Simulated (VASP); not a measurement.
# BP (zinc blende) (F-43m) in VASP: a series of runs, part 2 of 2

VASP 6.6.1. Earlier steps stand in the parts before.

## 5. Single point, PBE (volume scaled by 0.8)

INCAR

```
SYSTEM = BP
PREC = Accurate
ENCUT = 500
EDIFF = 1E-6
ISMEAR = 0
SIGMA = 0.01
LREAL = .False.
LASPH = .True.
NELM = 120
ALGO = Normal
ISIF = 2
LWAVE = .False.
LCHARG = .False.
GGA = PE
NBANDS = 11
GGA_COMPAT = .False.
```

KPOINTS

```
regular mesh
0
Gamma
  10 10 10
  0 0 0
```

POSCAR

```
BP
1.0
    0.0000000000      2.1049605360      2.1049605360
    2.1049605360      0.0000000000      2.1049605360
    2.1049605360      2.1049605360      0.0000000000
B P
1 1
Direct
    0.0000000000      0.0000000000      0.0000000000
    0.2500000000      0.2500000000      0.2500000000
```

Potentials or basis: VASP PAW PBE potentials, release 64 (B, P).

On the command line:

```
cat potpaw_PBE.64/B/POTCAR potpaw_PBE.64/P/POTCAR > POTCAR
mpirun -np 1 vasp_std > vasp.out
```

OUTCAR:

```text
SYSTEM = BP
   PREC = Accurate
   ENCUT = 500
   EDIFF = 1E-6
   ISMEAR = 0
   LREAL = .False.
   LASPH = .True.
   NELM = 120
   ISIF = 2
   GGA = PE

 ion  position               nearest neighbor table
   1  0.000  0.000  0.000-   2 1.82   2 1.82   2 1.82   2 1.82
   2  0.250  0.250  0.250-   1 1.82   1 1.82   1 1.82   1 1.82

  LATTYP: Found a face centered cubic cell.
 ALAT       =     4.2099210720

  Lattice vectors:

 A1 = (   0.0000000000,   2.1049605360,   2.1049605360)
 A2 = (   2.1049605360,   0.0000000000,   2.1049605360)
 A3 = (   2.1049605360,   2.1049605360,   0.0000000000)

Analysis of symmetry for initial positions (statically):
=====================================================================
 Subroutine PRICEL returns:
 Original cell was already a primitive cell.

 Routine SETGRP: Setting up the symmetry group for a
 face centered cubic supercell.

 Subroutine GETGRP returns: Found 24 space group operations
 (whereof 24 operations were pure point group operations)
 out of a pool of 48 trial point group operations.

The static configuration has the point symmetry T_d .

Analysis of symmetry for dynamics (positions and initial velocities):
=====================================================================
 Subroutine PRICEL returns:
 Original cell was already a primitive cell.

 Routine SETGRP: Setting up the symmetry group for a
 face centered cubic supercell.

 Subroutine GETGRP returns: Found 24 space group operations
 (whereof 24 operations were pure point group operations)
 out of a pool of 48 trial point group operations.

The dynamic configuration has the point symmetry T_d .

 Subroutine INISYM returns: Found 24 space group operations
 (whereof 24 operations are pure point group operations),
 and found     1 'primitive' translations

----------------------------------------------------------------------------------------

                                     Primitive cell

  volume of cell :      18.6536

[... 112 lines left out ...]
   LORBIT       =      0    0 simple, 1 ext, 2 COOP (PROOUT), +10 PAW based schemes
   GGA     = PE    functional components
   LHFCALC =     F    Hartree Fock is set to
   AEXX    =    0.0000 exact exchange contribution
   IVDW    =     0    specifies the selected vdW correction
   LEPSILON=     F    determine dielectric tensor
   LRPA    =     F    only Hartree local field effects (RPA)
 non-spin polarized calculation
 Gauss-broadening in eV      SIGMA  =   0.01
  energy-cutoff  :      500.00
  volume of cell :       18.65
 maximum number of plane-waves:       495
 NGX is ok and might be reduce to    24
   NGX = 11   NGY = 11   NGZ = 11

 number of electron       8.0000000 magnetization

 Free energy of the ion-electron system (eV)
  ---------------------------------------------------
  ext. energy  EPLUGINS =         0.00000000
  ---------------------------------------------------
  free energy    TOTEN  =       -12.20572855 eV

  energy without entropy =      -12.20572855  energy(sigma->0) =      -12.20572855

 E-fermi :  10.3463     XC(G=0): -11.9004

 val. band max:       10.2939118392   @ k =   0.0000   0.0000   0.0000
 cond. band min:      11.1335199218   @ k =   0.5000   0.5000   0.0000
 fundamental gap:      0.8396080826
 Fermi energy:        10.3462702660

 k-point     1 :       0.0000    0.0000    0.0000
  band No.  band energies     occupation
      1      -7.3010      2.00000
      2      10.2939      2.00000
      3      10.2939      2.00000
      4      10.2939      2.00000
      5      14.1629      0.00000
      6      14.1629      0.00000
      7      14.1629      0.00000
      8      21.2541      0.00000
      9      23.1500      0.00000
     10      23.1500      0.00000
     11      23.6493      0.00000
[... 309 lines left out ...]
 k-point    24 :       0.4000    0.3000    0.0000
  band No.  band energies     occupation
      1      -3.7461      2.00000
      2       3.6559      2.00000
      3       5.3921      2.00000
      4       6.0714      2.00000
      5      11.9247      0.00000
      6      13.8369      0.00000
      7      21.3040      0.00000
      8      21.5761      0.00000
      9      26.9955      0.00000
     10      27.1201      0.00000
     11      31.0087      0.00000

 [... further k-points ...]
[... 5 lines left out ...]
  --------------------------------------------------------------------------------------
  -------------------------------------------------------------------------------------
  Total        6.6780435      6.6780435      6.6780435      0.0000000     -0.0000000      0.0000000
  in kB      573.5852270    573.5852270    573.5852270      0.0000000     -0.0000000      0.0000000
  external PRESSURE =     573.5852270 kB  Pullay stress =       0.0000000 kB

 VOLUME and BASIS-vectors are now :
 -----------------------------------------------------------------------------
  energy-cutoff  :      500.00
  volume of cell :       18.65
      direct lattice vectors                 reciprocal lattice vectors
     0.000000000  2.104960536  2.104960536    -0.237534144  0.237534144  0.237534144
     2.104960536  0.000000000  2.104960536     0.237534144 -0.237534144  0.237534144
     2.104960536  2.104960536  0.000000000     0.237534144  0.237534144 -0.237534144

 POSITION                                       TOTAL-FORCE (eV/Angst)
 -----------------------------------------------------------------------------------
      0.00000      0.00000      0.00000         0.000000      0.000000     -0.000000
      1.05248      1.05248      1.05248        -0.000000     -0.000000      0.000000
 -----------------------------------------------------------------------------------
    total drift:                               -0.000000     -0.000000     -0.000000

  FREE ENERGIE OF THE ION-ELECTRON SYSTEM (eV)
  ---------------------------------------------------
  free  energy   TOTEN  =       -12.2057285450 eV

  energy  without entropy=      -12.2057285450  energy(sigma->0) =      -12.20572855
```

stdout:

```text
POSCAR found type information on POSCAR B P
 POSCAR found :  2 types and       2 ions
 scaLAPACK will be used
 LDA part: xc-table for (Slater+PW92), standard interpolation
 POSCAR, INCAR and KPOINTS ok, starting setup
 FFT: planning ... GRIDC
 FFT: planning ... GRID_SOFT
 FFT: planning ... GRID
 WAVECAR not read
 entering main loop
```

Run time: 4.4 s. Hardware: 1 thread of Intel Xeon 6975P-C, shared host; peak memory 0.13 GiB.

What came out:

```yaml
Free_energy: -12.2057 eV
Pressure: 57.4 GPa
Band_gap_on_the_k_mesh: 0.84 eV, indirect (least direct gap 3.87 eV)
```

Levels at points of the mesh, in eV from the valence-band top:
| k point | band 1 | band 2 | band 3 | band 4 | band 5 | band 6 | band 7 | band 8 | band 9 |
| --- | --- | --- | --- | --- | --- | --- | --- | --- | --- |
| (0.00, 0.00, 0.00) | -17.59 | 0.00 | 0.00 | 0.00 | 3.87 | 3.87 | 3.87 | 10.96 | 12.86 |
| (0.50, 0.00, 0.00) | -13.33 | -10.76 | -2.00 | -2.00 | 4.87 | 4.87 | 5.23 | 10.91 | 16.22 |
| (0.50, 0.50, 0.00) | -11.49 | -9.79 | -4.94 | -4.94 | 0.84 | 1.49 | 14.33 | 14.33 | 18.26 |

## 6. Single point, PBE (volume scaled by 0.88)

INCAR

```
  PREC = Accurate
  ENCUT = 500
  EDIFF = 1E-6
  ISMEAR = 0
  SIGMA = 0.01
  LREAL = F
  LASPH = T
  NELM = 120
  ALGO = Normal
  ISIF = 2
  LWAVE = F
  LCHARG = T
  GGA = PE
  LELF = T
  LVHAR = T
  NBANDS = 11
  GGA_COMPAT = F
```

KPOINTS

```
Automatic mesh
0
Gamma
  10 10 10
```

POSCAR

```
BP
1.0
    0.0000000000      2.1729089052      2.1729089052
    2.1729089052      0.0000000000      2.1729089052
    2.1729089052      2.1729089052      0.0000000000
B P
1 1
Direct
    0.0000000000      0.0000000000      0.0000000000
    0.2500000000      0.2500000000      0.2500000000
```

Potentials or basis: VASP PAW PBE potentials, release 64 (B, P).

On the command line:

```
cat potpaw_PBE.64/B/POTCAR potpaw_PBE.64/P/POTCAR > POTCAR
mpirun -np 1 vasp_std > vasp.out
```

Wall time 4.5 s (1 thread of Intel Xeon 6975P-C, shared host); peak memory 0.14 GiB.

It converged, with:

```
Free energy            : -12.6938 eV
Pressure               : 28.2 GPa
Band gap on the k mesh : 1.06 eV, indirect (least direct gap 3.63 eV)
```

Levels at points of the mesh, in eV from the valence-band top:
```tsv
k point	band 1	band 2	band 3	band 4	band 5	band 6	band 7	band 8
(0.00, 0.00, 0.00)	-16.66	0.00	0.00	0.00	3.63	3.63	3.63	9.42
(0.50, 0.00, 0.00)	-12.82	-10.00	-1.91	-1.91	4.59	4.80	4.80	10.57
(0.50, 0.50, 0.00)	-11.10	-9.27	-4.59	-4.59	1.06	1.55	13.37	13.37
```

## 7. Overview

```csv
cell,cutoff (eV),gap on the mesh (eV),pressure (GPa)
"a = 3.238 Å, angles 60.0°, 2 atoms",520,1.28,-3.4
"a = 2.926 Å, angles 60.0°, 2 atoms",500,0.72,77.0
"a = 3.026 Å, angles 60.0°, 2 atoms",500,0.95,41.4
"a = 2.977 Å, angles 60.0°, 2 atoms",500,0.84,57.4
"a = 3.073 Å, angles 60.0°, 2 atoms",500,1.06,28.2
```

Alike in all rows: task single point; level PBE; potentials or basis VASP PAW PBE potentials, release 64 (B, P); no spin polarisation; k mesh 10 × 10 × 10; smearing gaussian 0.01 eV.

Total energies depend on the potentials used, so only differences within one code and one set of settings carry meaning.
